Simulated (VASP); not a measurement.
Input of a VASP 6.6.1 run:

Contents of POSCAR:

```
CoO
1.0
    1.5252806262      0.8806211801      2.4720348897
   -1.5252806262      0.8806211801      2.4720348897
    0.0000000000     -1.7612423603      2.4720348897
Co O
1 1
Direct
    0.0000000000      0.0000000000      0.0000000000
    0.5000000000      0.5000000000      0.5000000000
```

The input INCAR.step1:

```
ALGO = Normal
EDIFF = 1E-4
ENCUT = 520
GGA = PE
ISMEAR = -1
ISPIN = 2
LASPH = True
LCHARG = False
LMAXMIX = 4
LREAL = False
LWAVE = True
MAGMOM = 2 0
NBANDS = 18
NELM = 150
PREC = Accurate
SIGMA = 0.05
```

The input INCAR.step2:

```
ALGO = Normal
EDIFF = 1E-6
ENCUT = 520
ISIF = 2
ISMEAR = -1
ISPIN = 2
ISTART = 1
LASPH = True
LCHARG = True
LELF = True
LMAXMIX = 4
LMIXTAU = True
LORBIT = 11
LREAL = False
LVHAR = True
LWAVE = False
MAGMOM = 2 0
METAGGA = R2SCAN
NBANDS = 18
NELM = 150
PREC = Accurate
SIGMA = 0.05
```

File KPOINTS:

```
k-points
0
Gamma
  11 11 11
```

Potentials or basis: VASP PAW PBE potentials, release 64 (Co, O).

The run is started by

```bash
$ cat potpaw_PBE.64/Co/POTCAR potpaw_PBE.64/O/POTCAR > POTCAR
$ cp INCAR.step1 INCAR
$ mpirun -np 1 vasp_std > vasp.out
$ cp INCAR.step2 INCAR
$ mpirun -np 1 vasp_std > vasp.out
```

(1) What does it give for the net moment?

(2) What does it give for the band gap on the k mesh?

(3) What does it give for the pressure?

Answers

(1) 3.00 μB per cell.

(2) zero (filled and empty bands overlap).

(3) -10.8 GPa.

Caveat: the cell stands under tension; the PAW data sets were made with another functional, which shifts forces and pressure a little; a cell with one magnetic atom can't hold antiferromagnetic order, which such compounds often take; semilocal functionals often make such compounds metallic where correlation or magnetic order opens a gap, which also shifts bond lengths.
